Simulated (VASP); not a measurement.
# Al4GeRu (F-43m) in VASP: a series of runs, part 2 of 2

VASP 6.6.1.

### Step 3. Single point, PBE, collinear spin, ferromagnetic start

This run uses another cell than the first one, of 16.09 Å³/atom, 1.007 times its volume.

INCAR

```
SYSTEM = Al4GeRu
PREC = Accurate
ENCUT = 520
EDIFF = 1E-7
ISMEAR = 0
SIGMA = 0.1
LREAL = .FALSE.
LASPH = .TRUE.
NELM = 150
ALGO = Normal
ISIF = 2
LWAVE = .FALSE.
LCHARG = .TRUE.
ISPIN = 2
MAGMOM = 0 0 0 0 0 1
LORBIT = 11
LMAXMIX = 4
GGA = PE
LELF = .TRUE.
LVHAR = .TRUE.
NBANDS = 33
```

KPOINTS

```
regular mesh
0
G
  4 4 4
  0 0 0
```

POSCAR

```
Al4GeRu
1.0
    0.0000000000      3.6413170264      3.6413170264
    3.6413170264      0.0000000000      3.6413170264
    3.6413170264      3.6413170264      0.0000000000
Al Ge Ru
4 1 1
Direct
    0.6242890264      0.6242890264      0.1271329209
    0.6242890264      0.1271329209      0.6242890264
    0.1271329209      0.6242890264      0.6242890264
    0.6242890264      0.6242890264      0.6242890264
    0.0000000000      0.0000000000      0.0000000000
    0.2500000000      0.2500000000      0.2500000000
```

Potentials or basis: VASP PAW PBE potentials, release 64 (Al, Ge_d, Ru_pv).

Launch:

```
$ cat potpaw_PBE.64/Al/POTCAR potpaw_PBE.64/Ge_d/POTCAR potpaw_PBE.64/Ru_pv/POTCAR > POTCAR
$ mpirun -np 1 vasp_std > vasp.out
```

OUTCAR:

```text
SYSTEM = Al4GeRu
   PREC = Accurate
   ENCUT = 520
   EDIFF = 1E-7
   ISMEAR = 0
   LREAL = .FALSE.
   LASPH = .TRUE.
   NELM = 150
   ISIF = 2
   ISPIN = 2
   LORBIT = 11
   GGA = PE

 ion  position               nearest neighbor table
   1  0.624  0.624  0.127-   2 2.56   3 2.56   4 2.56   2 2.59   3 2.59   4 2.59   6 3.02   6 3.02
                             6 3.02   5 3.02   5 3.02   5 3.02
   2  0.624  0.127  0.624-   1 2.56   3 2.56   4 2.56   3 2.59   1 2.59   4 2.59   6 3.02   6 3.02
                             6 3.02   5 3.02   5 3.02   5 3.02
   3  0.127  0.624  0.624-   1 2.56   2 2.56   4 2.56   2 2.59   1 2.59   4 2.59   6 3.02   6 3.02
                             6 3.02   5 3.02   5 3.02   5 3.02
   4  0.624  0.624  0.624-   1 2.56   2 2.56   3 2.56   3 2.59   2 2.59   1 2.59   6 3.02   6 3.02
                             6 3.02   5 3.02   5 3.02   5 3.02
   5  0.000  0.000  0.000-   1 3.02   2 3.02   3 3.02   4 3.02   4 3.02   4 3.02   2 3.02   3 3.02
[... 791 lines left out ...]
      4.54647      2.73617      2.73617        -0.013578      0.013578      0.013578
      4.54647      4.54647      4.54647        -0.013578     -0.013578     -0.013578
      0.00000      0.00000      0.00000         0.000000      0.000000     -0.000000
      1.82066      1.82066      1.82066         0.000000     -0.000000     -0.000000
 -----------------------------------------------------------------------------------
    total drift:                                0.000000      0.000000     -0.000001

  FREE ENERGIE OF THE ION-ELECTRON SYSTEM (eV)
  ---------------------------------------------------
  free  energy   TOTEN  =       -27.6951943836 eV

  energy  without entropy=      -27.6799202020  energy(sigma->0) =      -27.68755729

 total charge

# of ion       s       p       d       tot
------------------------------------------
    1        0.429   0.384   0.000   0.813
    2        0.429   0.384   0.000   0.813
    3        0.429   0.384   0.000   0.813
    4        0.429   0.384   0.000   0.813
    5        1.273   0.901  10.028  12.202
    6        0.227   6.132   6.020  12.380
--------------------------------------------------
tot          3.217   8.568  16.048  27.833

 magnetization (x)

# of ion       s       p       d       tot
------------------------------------------
    1        0.000  -0.000   0.000  -0.000
    2        0.000  -0.000   0.000  -0.000
    3        0.000  -0.000   0.000  -0.000
    4        0.000  -0.000   0.000  -0.000
    5       -0.000  -0.000   0.000  -0.000
    6        0.000   0.000   0.000   0.000
--------------------------------------------------
tot         -0.000  -0.000   0.000   0.000
```

OSZICAR:

```text
N       E                     dE             d eps       ncg     rms          rms(c)
DAV:   1     0.301805503433E+03    0.30181E+03   -0.18601E+04  1344   0.186E+03
DAV:   2     0.496280798447E+01   -0.29684E+03   -0.28145E+03  1114   0.566E+02
DAV:   3    -0.276876712689E+02   -0.32650E+02   -0.31888E+02  1208   0.105E+02
DAV:   4    -0.289299606695E+02   -0.12423E+01   -0.12391E+01  1270   0.208E+01
DAV:   5    -0.289681376180E+02   -0.38177E-01   -0.38170E-01  1445   0.401E+00    0.110E+01
DAV:   6    -0.322130044784E+02   -0.32449E+01   -0.41076E+01  1158   0.231E+01    0.168E+01
DAV:   7    -0.277786388709E+02    0.44344E+01   -0.85784E+00  1172   0.189E+01    0.283E+00
DAV:   8    -0.277387531357E+02    0.39886E-01   -0.94812E-01  1227   0.365E+00    0.192E+00
DAV:   9    -0.277010171380E+02    0.37736E-01   -0.20480E-01  1186   0.233E+00    0.656E-01
DAV:  10    -0.276952128480E+02    0.58043E-02   -0.14594E-02  1237   0.581E-01    0.213E-01
DAV:  11    -0.276952218814E+02   -0.90334E-05   -0.71011E-04  1329   0.142E-01    0.143E-01
DAV:  12    -0.276951985900E+02    0.23291E-04   -0.13051E-04  1334   0.665E-02    0.606E-02
DAV:  13    -0.276951943407E+02    0.42493E-05   -0.37692E-05  1312   0.285E-02    0.181E-02
DAV:  14    -0.276951944225E+02   -0.81763E-07   -0.37014E-06  1285   0.927E-03    0.651E-03
DAV:  15    -0.276951943836E+02    0.38852E-07   -0.36102E-07  1127   0.394E-03
   1 F= -.27695194E+02 E0= -.27687557E+02  d E =-.152742E-01  mag=     0.0001
```

It took 79 s on 1 thread of AMD EPYC 7R43 (Zen 3), shared host; peak memory 0.26 GiB.

Results:

* Free energy: -27.6952 eV
* Pressure: -0.2 GPa
* Largest force: 0.024 eV/Å
* Band gap on the k mesh: zero (filled and empty bands overlap)
* Net moment: 0.00 μB per cell
* Valence electrons inside the program's atomic spheres: Al 0.81; Ge 12.20; Ru 12.38

Forces in eV/Å, atoms in the order of the input:
```
Al   0.014  0.014 -0.014
Al   0.014 -0.014  0.014
Al  -0.014  0.014  0.014
Al  -0.014 -0.014 -0.014
Ge   0.000  0.000  0.000
Ru   0.000  0.000  0.000
```

Levels at points of the mesh, in eV from the Fermi level:
Spin up:
| k point | band 18 | band 19 | band 20 | band 21 | band 22 | band 23 |
| --- | --- | --- | --- | --- | --- | --- |
| (0.00, 0.00, 0.00) | -2.49 | -2.49 | -0.08 | -0.08 | -0.08 | 0.71 |
| (0.50, 0.00, 0.00) | -2.28 | -0.77 | -0.01 | -0.01 | 0.30 | 2.45 |
| (0.50, 0.50, 0.00) | -1.60 | -0.83 | 0.32 | 2.02 | 2.03 | 2.03 |
Spin down:
| k point | band 16 | band 17 | band 18 | band 19 | band 20 | band 21 | band 22 | band 23 | band 24 | band 25 |
| --- | --- | --- | --- | --- | --- | --- | --- | --- | --- | --- |
| (0.00, 0.00, 0.00) | -2.92 | -2.49 | -2.49 | -2.49 | -0.08 | -0.08 | -0.08 | 0.71 | 0.71 | 0.71 |
| (0.50, 0.00, 0.00) | -3.25 | -2.28 | -2.28 | -0.77 | -0.01 | -0.01 | 0.30 | 2.45 | 2.45 | 2.93 |
| (0.50, 0.50, 0.00) | -2.14 | -2.14 | -1.60 | -0.83 | 0.32 | 2.02 | 2.03 | 2.03 | 2.72 | 3.14 |

Caveat: the k points lie up to 0.37 Å⁻¹ apart.

### Step 4. Relaxation of cell and atoms, PBE

This run uses another cell than the first one, of 16.09 Å³/atom, 1.007 times its volume.

INCAR

```
PREC     = Accurate       # precision mode
ENCUT    = 600            # plane-wave cutoff, eV
EDIFF    = 1E-7           # SCF threshold, eV
ISMEAR   = 0              # smearing method
SIGMA    = 0.1            # smearing width, eV
LREAL    = F              # projectors in reciprocal space
LASPH    = T              # aspherical terms in the spheres
NELM     = 60             # most SCF steps
ALGO     = Fast           # electronic algorithm
ISIF     = 3              # what is computed and relaxed
LWAVE    = F              # write WAVECAR
LCHARG   = F              # write CHGCAR
GGA      = PE             # functional
IBRION   = 2              # ionic algorithm
NSW      = 100            # ionic steps
EDIFFG   = -0.01          # ionic threshold
```

KPOINTS

```
regular mesh
0
Gamma
  10 10 10
```

POSCAR is that of step 3.

Launch:

```
$ cat potpaw_PBE.64/Al/POTCAR potpaw_PBE.64/Ge_d/POTCAR potpaw_PBE.64/Ru_pv/POTCAR > POTCAR
$ mpirun -np 1 vasp_std > vasp.out
```

Wall time 9 min (1 thread of AMD EPYC 7R43 (Zen 3), shared host); peak memory 0.34 GiB.

It converged, with:

```
Free energy                            : -27.6965 eV
Relaxed volume                         : 15.99 Å³/atom
Relaxed cell                           : a = 5.138 Å, b = 5.138 Å, c = 5.138 Å, α = 60.00°, β = 60.00°, γ = 60.00°
Space group after relaxing (to 0.05 Å) : F-43m (No. 216)
Energy gained by relaxing              : 0.2 meV/atom
Ionic steps                            : 3
Pressure after relaxing                : 0.0 GPa
Band gap on the k mesh                 : zero (band 20 reaches 9.38 eV, above the bottom of band 21 at 8.28 eV)
```

Forces in eV/Å, atoms in the order of the input:
```
Al   0.001  0.001 -0.001
Al   0.001 -0.001  0.001
Al  -0.001  0.001  0.001
Al  -0.001 -0.001 -0.001
Ge   0.000  0.000  0.000
Ru   0.000  0.000  0.000
```

Step by step:
| step | energy change (eV) | largest force (eV/Å) | pressure (GPa) | volume (Å³) |
| --- | --- | --- | --- | --- |
| 1 | 0.0000 | 0.0446 | -0.64 | 96.56 |
| 2 | -0.0012 | 0.0218 | 0.27 | 95.67 |
| 3 | -0.0014 | 0.0021 | 0.00 | 95.93 |

Final structure:
```
Al Ge Ru
1.0
     0.00000    3.63334    3.63334
     3.63334    0.00000    3.63334
     3.63334    3.63334    0.00000
Al Ge Ru
4 1 1
Direct
  0.62441 0.62441 0.12677
  0.62441 0.12677 0.62441
  0.12677 0.62441 0.62441
  0.62441 0.62441 0.62441
  0.00000 0.00000 0.00000
  0.25000 0.25000 0.25000
```

Levels at points of the mesh, in eV from the Fermi level:
```csv
k point,band 17,band 18,band 19,band 20,band 21,band 22,band 23,band 24
"(0.00, 0.00, 0.00)",-2.39,-2.39,-2.39,0.02,0.02,0.02,0.83,0.83
"(0.50, 0.00, 0.00)",-2.19,-2.19,-0.66,0.10,0.10,0.41,2.56,2.56
"(0.50, 0.50, 0.00)",-2.05,-1.51,-0.72,0.45,2.13,2.14,2.14,2.84
```

### Step 5. Summary

```csv
task,spin,cell,k mesh,cutoff (eV),gap on the mesh (eV),pressure (GPa)
single point,off,"a = 5.138 Å, angles 60.0°, 6 atoms",10 × 10 × 10,520,none,0.0
single point,"collinear, ferromagnetic start","a = 5.150 Å, angles 60.0°, 6 atoms",4 × 4 × 4,520,none,-0.2
relaxation of cell and atoms,off,"relaxed from a = 5.150 Å, angles 60.0°, 6 atoms",10 × 10 × 10,600,none,0.0
```

Alike in all rows: level PBE; potentials or basis VASP PAW PBE potentials, release 64 (Al, Ge_d, Ru_pv); smearing gaussian 0.1 eV.

Caveats: some runs use coarse meshes.

Absolute energies hang on the potentials; compare differences alone.
